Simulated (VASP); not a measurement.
Wanted: the native input for a VASP 6.6.1 run.

```yaml
Task: single point
Functional: PBEsol
Potentials_or_basis: VASP PAW PBE potentials, release 64 (Fe_sv)
Cutoff: 600 eV
k_mesh: 10 × 10 × 6
Occupations: fermi-dirac, width 0.05 eV
Spin: collinear spin, ferromagnetic start
Starting_moments: "[3.75, 3.75] μB"
Fixed_moment: 7.5 μB
Dipole_correction: no
Second_run: valence_matched
Further_INCAR_settings: ALGO = Normal; EDIFF = 1e-06; NBANDS = 27
```

The structure of Fe lies in POSCAR:

```
Fe
1.0
    2.4341575853      0.0000000000      0.0000000000
   -1.2170787927      2.1080423057      0.0000000000
    0.0000000000      0.0000000000      3.8419344700
Fe
2
Direct
    0.6666666667      0.3333333333      0.7500000000
    0.3333333333      0.6666666667      0.2500000000
```

One way to write it, as run:

INCAR

```
SYSTEM = Fe
PREC = Accurate
ENCUT = 600
EDIFF = 1E-6
ISMEAR = -1
SIGMA = 0.05
LREAL = .False.
LASPH = .True.
NELM = 200
ALGO = Normal
ISIF = 2
LWAVE = .False.
LCHARG = .False.
ISPIN = 2
MAGMOM = 3.75 3.75
LORBIT = 11
NUPDOWN = 7.5
LMAXMIX = 4
GGA = PS
NBANDS = 27
GGA_COMPAT = .False.
```

KPOINTS

```
Automatic mesh
0
Gamma
  10 10 6
  0 0 0
```

Potentials or basis: VASP PAW PBE potentials, release 64 (Fe_sv).

The run is started by

```bash
$ cat potpaw_PBE.64/Fe_sv/POTCAR > POTCAR
$ mpirun -np 1 vasp_std > vasp.out
```

It gave:

- Pressure: 108.5 GPa
- Net moment: 7.50 μB per cell
- Site moments: Fe +3.31 μB
- Valence electrons inside the program's atomic spheres: Fe 13.79

Caveat: the PAW data sets were made with another functional, which shifts forces and pressure a little; the total moment is fixed, so each spin has its own Fermi level.

Run time: 38 s on 1 thread of Intel(R) Xeon(R) Platinum 8488C (Sapphire Rapids), with other jobs on the host, peak memory 0.17 GiB.
